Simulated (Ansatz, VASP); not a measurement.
## Two plane-wave programs on InSb3

File INCAR:

```
PREC = Accurate
ENCUT = 520
EDIFF = 1E-6
ISMEAR = 0
SIGMA = 0.15
LREAL = F
LASPH = T
NELM = 100
ALGO = Normal
ISIF = 2
LWAVE = F
LCHARG = F
GGA = PS
NBANDS = 22
```

KPOINTS

```
Automatic mesh
0
Gamma
  10 10 10
```

Contents of POSCAR:

```
InSb3
1.0
    5.1547876289      0.0000000000      0.0000000000
    0.0000000000      5.1547876289      0.0000000000
    0.0000000000      0.0000000000      4.2970309674
In Sb
1 3
Direct
    0.0000000000      0.0000000000      0.0000000000
    0.5000000000      0.0000000000      0.5000000000
    0.0000000000      0.5000000000      0.5000000000
    0.5000000000      0.5000000000      0.0000000000
```

Input for Ansatz:

```yaml
crystal:
  lattice:
    - [5.1547876289, 0.0, 0.0]
    - [0.0, 5.1547876289, 0.0]
    - [0.0, 0.0, 4.2970309674]
  atoms:
    - { symbol: In, position: [0.0, 0.0, 0.0] }
    - { symbol: Sb, position: [0.5, 0.0, 0.5] }
    - { symbol: Sb, position: [0.0, 0.5, 0.5] }
    - { symbol: Sb, position: [0.5, 0.5, 0.0] }
basis:
  ecutwfc: 420
kpoints:
  mp_grid: { grid: [10, 10, 10] }
hamiltonian:
  xc: pbesol
  pseudopotentials: { kind: paw, azcp: { folder: soft_1 } }
scf:
  occupations: { method: gaussian, width: 0.15 }
output:
  forces: true
  stress: true
  eigenvalues: true
  write_density: true
  write_potential: true
  elf: true
  volumetric_format: npy
```

Alike in both runs: task single point; functional PBEsol; k mesh 10 × 10 × 10; occupations gaussian, width 0.15 eV; no spin polarisation.

|  | VASP | Ansatz |
| --- | --- | --- |
| version | VASP 6.6.1 | Ansatz 0.2.0 |
| potentials or method | VASP PAW PBE potentials, release 64 (In_d, Sb), cutoff 520 eV | scalar-relativistic, plane waves, PAW |
| valence electrons in the cell | 28 | 58 |

|  | VASP | Ansatz | Ansatz less VASP |
| --- | --- | --- | --- |
| gap on the k mesh at the Fermi level (eV) | none | none | - |
| pressure (GPa) | -4.2 | -4.2 | +0.03 |
| traceless stress, the component that is largest in VASP (GPa) | -0.64 | -0.63 | +0.006 |

VASP's potentials were made for PBE, not for PBEsol, and Ansatz warns of the same on its side. A gap of «none» marks a metal or a gap that the smearing closes. VASP's potentials hold 28 valence electrons a cell and Ansatz's 58, so a difference there can come from the potentials and not from the codes.

Spin-orbit coupling is off throughout.
